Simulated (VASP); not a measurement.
Cu: single point with LDA

Crystal: Cu.

```
CELL_PARAMETERS angstrom
0.00000 1.75981 1.75981
1.75981 0.00000 1.75981
1.75981 1.75981 0.00000
ATOMIC_POSITIONS crystal
Cu 0.00000 0.00000 0.00000
```

```json
{
 "Program": "VASP 6.6.1",
 "Task": "single point",
 "Functional": "LDA",
 "Potentials or basis": "VASP PAW LDA potentials, release 64 (Cu)",
 "Cutoff": "520 eV",
 "k mesh": "10 × 10 × 10",
 "Occupations": "gaussian, width 0.1 eV",
 "Spin": "no spin polarisation",
 "Dipole correction": "no",
 "Further INCAR settings": "ALGO = Normal; EDIFF = 1e-06; NBANDS = 12"
}
```

```json
{
 "Pressure": "0.6 GPa"
}
```

Levels at points of the mesh, in eV from the Fermi level:
```
           k point  band 3  band 4  band 5  band 6  band 7  band 8  band 9  band 10
(0.00, 0.00, 0.00)   -3.21   -3.21   -2.26   -2.26   23.44   26.55   26.55    26.55
(0.50, 0.00, 0.00)   -3.24   -1.62   -1.62   -1.09    4.27   21.92   23.31    23.31
(0.50, 0.50, 0.00)   -1.63   -1.46   -1.46    1.56    7.82   13.77   13.77    18.61
```

Wall time 5.1 s on 1 thread of AMD EPYC 7R43 64-Core Processor (Zen 3), on a shared host, peak memory 0.08 GiB.
